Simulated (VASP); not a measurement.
# LiSi16 (a cell with a defect) in VASP: further runs, part 2 of 2

VASP 6.6.1. Earlier steps stand in the parts before.

**3. Single point, PBEsol**

The input, INCAR:

```
PREC     = Accurate       # precision mode
ENCUT    = 520            # plane-wave cutoff, eV
EDIFF    = 1E-6           # SCF threshold, eV
ISMEAR   = 0              # smearing method
SIGMA    = 0.05           # smearing width, eV
LREAL    = Auto         
LASPH    = T              # aspherical terms in the spheres
NELM     = 80             # most SCF steps
ALGO     = Normal         # electronic algorithm
ISIF     = 2              # what is computed and relaxed
LWAVE    = F              # write WAVECAR
LCHARG   = F              # write CHGCAR
GGA      = PS             # functional
NELECT   = 66.0         
NBANDS   = 48             # bands
```

The input, KPOINTS:

```
regular mesh
0
Gamma
  2 2 2
```

The input, POSCAR:

```
LiSi16
1.0
    0.0000000000      5.4271200000      5.4271200000
    5.4271200000      0.0000000000      5.4271200000
    5.4271200000      5.4271200000      0.0000000000
Si Li
16 1
Direct
    0.3768313581      0.3731115214      0.3776107770
    0.2521460738      0.2431398237      0.2529997494
    0.3767852010      0.3730651801      0.8737563385
    0.2474329847      0.2508530307      0.7514651417
    0.3748159245      0.8750460649      0.3758164551
    0.2521808068      0.7523766749      0.2530191888
    0.3768149589      0.8769971919      0.8737680390
    0.2521112487      0.7523120919      0.7438993426
    0.8728854346      0.3730951223      0.3775967732
    0.7506836960      0.2508699826      0.2481716822
    0.8748630950      0.3750353779      0.8756028980
    0.7506433431      0.2508347890      0.7514531648
    0.8729118759      0.8770181054      0.3776143701
    0.7429124471      0.7523550244      0.2530060142
    0.8728607438      0.8769767390      0.8737599316
    0.7506700607      0.7476052676      0.7514677214
    0.1248113180      0.6250512242      0.1258483321
```

Potentials or basis: VASP PAW PBE potentials, release 64 (Si, Li_sv).

Command:

```console
> cat potpaw_PBE.64/Si/POTCAR potpaw_PBE.64/Li_sv/POTCAR > POTCAR
> mpirun -np 1 vasp_std > vasp.out
```

OUTCAR:

```text
PREC = Accurate
   ENCUT = 520
   EDIFF = 1E-6
   ISMEAR = 0
   LREAL = Auto
   LASPH = T
   NELM = 80
   ISIF = 2
   GGA = PS
   NELECT = 66.0

 ion  position               nearest neighbor table
   1  0.377  0.373  0.378-  10 2.34   4 2.34   6 2.38   2 2.38  17 2.73
   2  0.252  0.243  0.253-   5 2.31   3 2.38   9 2.38   1 2.38  17 2.39
   3  0.377  0.373  0.874-   4 2.34  12 2.34   2 2.38   8 2.38  17 2.74
   4  0.247  0.251  0.751-  11 2.33   1 2.34   3 2.34   7 2.34
   5  0.375  0.875  0.376-   8 2.31   2 2.31  14 2.31   6 2.31
   6  0.252  0.752  0.253-   5 2.31   7 2.38   1 2.38  13 2.38  17 2.39
   7  0.377  0.877  0.874-  16 2.34   4 2.34   6 2.38   8 2.38  17 2.73
   8  0.252  0.752  0.744-   5 2.31   3 2.38  15 2.38   7 2.38  17 2.39
   9  0.873  0.373  0.378-  10 2.34  12 2.34  14 2.38   2 2.38  17 2.73
  10  0.751  0.251  0.248-  11 2.33   9 2.34  13 2.34   1 2.34
  11  0.875  0.375  0.876-  10 2.33  16 2.33   4 2.33  12 2.33
  12  0.751  0.251  0.751-  11 2.33   9 2.34   3 2.34  15 2.34
  13  0.873  0.877  0.378-  10 2.34  16 2.34   6 2.38  14 2.38  17 2.73
  14  0.743  0.752  0.253-   5 2.31  15 2.38   9 2.38  13 2.38  17 2.39
[... 210 lines left out ...]
  band No.  band energies     occupation
      1     -39.7343      2.00000
      2      -5.9856      2.00000
      3      -3.7116      2.00000
      4      -3.6524      2.00000
      5      -3.6523      2.00000
      6      -3.6523      2.00000
[... 373 lines left out ...]
     44      10.2153      0.00000
     45      10.2990      0.00000
 [bands above 45 left out]

------------------------ aborting loop because EDIFF is reached ----------------------------------------

  FORCE on cell =-STRESS in cart. coord.  units (eV):
  Direction    XX          YY          ZZ          XY          YZ          ZX
  --------------------------------------------------------------------------------------
  -------------------------------------------------------------------------------------
  Total       -4.2156840     -4.2147954     -4.2125665      0.0003362     -0.0005796      0.0011711
  in kB      -21.1271231    -21.1226697    -21.1114997      0.0016850     -0.0029045      0.0058691
  external PRESSURE =     -21.1204309 kB  Pullay stress =       0.0000000 kB

 VOLUME and BASIS-vectors are now :
 -----------------------------------------------------------------------------
  energy-cutoff  :      520.00
  volume of cell :      319.70
      direct lattice vectors                 reciprocal lattice vectors
     0.000000000  5.427120000  5.427120000    -0.092129896  0.092129896  0.092129896
     5.427120000  0.000000000  5.427120000     0.092129896 -0.092129896  0.092129896
     5.427120000  5.427120000  0.000000000     0.092129896  0.092129896 -0.092129896

 POSITION                                       TOTAL-FORCE (eV/Angst)
 -----------------------------------------------------------------------------------
      4.07426      4.09445      4.07003         0.001116      0.001337     -0.000596
      2.69261      2.74149      2.68798        -0.004405      0.004847     -0.004606
      6.76665      6.78684      4.06953         0.001250     -0.000129      0.000591
      5.43970      5.42114      2.70426        -0.000712      0.001008      0.000569
      6.78858      4.07377      6.78315        -0.004039     -0.003143      0.000432
      5.45640      2.74178      5.45185         0.005031      0.004558      0.003469
[... 9 lines left out ...]
      8.13565      8.15228      8.13132         0.001248     -0.000371      0.000709
      4.07522      1.36036      4.06959        -0.000681     -0.000383     -0.000380
 -----------------------------------------------------------------------------------
    total drift:                               -0.003437     -0.001484      0.000375

  FREE ENERGIE OF THE ION-ELECTRON SYSTEM (eV)
  ---------------------------------------------------
  free  energy   TOTEN  =       -98.7668479907 eV

  energy  without entropy=      -98.7668479907  energy(sigma->0) =      -98.76684799
```

OSZICAR:

```text
N       E                     dE             d eps       ncg     rms          rms(c)
DAV:   1     0.169977308450E+03    0.16998E+03   -0.25192E+04   768   0.117E+03
DAV:   2    -0.803493766497E+02   -0.25033E+03   -0.23132E+03   904   0.189E+02
DAV:   3    -0.996395498829E+02   -0.19290E+02   -0.18895E+02  1112   0.444E+01
DAV:   4    -0.100748188402E+03   -0.11086E+01   -0.10992E+01  1232   0.960E+00
DAV:   5    -0.100784355756E+03   -0.36167E-01   -0.36162E-01  1048   0.142E+00    0.145E+01
DAV:   6    -0.993779769521E+02    0.14064E+01   -0.10534E+00   912   0.332E+00    0.876E+00
DAV:   7    -0.987612686221E+02    0.61671E+00   -0.15491E+00   888   0.360E+00    0.107E+00
DAV:   8    -0.987643547722E+02   -0.30862E-02   -0.12539E-01   904   0.130E+00    0.485E-01
DAV:   9    -0.987661158789E+02   -0.17611E-02   -0.97842E-03   928   0.357E-01    0.238E-01
DAV:  10    -0.987666129952E+02   -0.49712E-03   -0.10347E-03   944   0.105E-01    0.115E-01
DAV:  11    -0.987668431254E+02   -0.23013E-03   -0.25482E-04   912   0.601E-02    0.244E-02
DAV:  12    -0.987668459570E+02   -0.28316E-05   -0.35246E-05  1032   0.199E-02    0.119E-02
DAV:  13    -0.987668478960E+02   -0.19390E-05   -0.54491E-06   888   0.855E-03    0.373E-03
DAV:  14    -0.987668479907E+02   -0.94675E-07   -0.28018E-07   576   0.200E-03
   1 F= -.98766848E+02 E0= -.98766848E+02  d E =-.752092E-11
```

stdout:

```text
POSCAR found type information on POSCAR SiLi
 POSCAR found :  2 types and      17 ions
 scaLAPACK will be used
 -----------------------------------------------------------------------------
|                                                                             |
|                                                                             |
|     You enforced a specific xc type in the INCAR file but a different       |
|     I HOPE YOU KNOW WHAT YOU ARE DOING!                                     |
|                                                                             |
 -----------------------------------------------------------------------------

 LDA part: xc-table for (Slater+PW92), standard interpolation
 POSCAR, INCAR and KPOINTS ok, starting setup
 FFT: planning ... GRIDC
 FFT: planning ... GRID_SOFT
 FFT: planning ... GRID
 WAVECAR not read
 entering main loop
 the old and the new charge density differ
 old charge density:    67.00000 new   66.00000
    0.145E+01
```

Run time: 3.7 min. Hardware: 1 thread of Intel Xeon 8259CL, shared host; peak memory 0.45 GiB.

What came out:

```
Free energy   : -98.7668 eV
Largest force : 0.008 eV/Å
```

Forces on the atoms (eV/Å):
```
Si   0.001  0.001 -0.001
Si  -0.004  0.005 -0.005
Si   0.001  0.000  0.001
Si  -0.001  0.001  0.001
Si  -0.004 -0.003  0.000
Si   0.005  0.005  0.003
Si   0.000  0.000  0.000
Si  -0.004 -0.005  0.005
Si   0.001  0.001  0.000
Si   0.001  0.001 -0.001
Si  -0.002 -0.002  0.000
Si  -0.001 -0.001 -0.001
Si   0.002  0.001  0.000
Si   0.004 -0.004 -0.004
Si   0.000  0.001  0.001
Si   0.001  0.000  0.001
Li  -0.001  0.000  0.000
```

Caveat: the k points lie up to 0.50 Å⁻¹ apart; the cell carries a net charge on a neutralising background, which shifts energy and pressure; the cell is charged against a uniform background, so pressure and absolute levels hang on convention; the cutoff is under 1.25 times the usual one of these potentials, so pressure, stress and relaxed cells hold a basis-set (Pulay) error; the PAW data sets were made with another functional, which shifts forces and pressure a little.
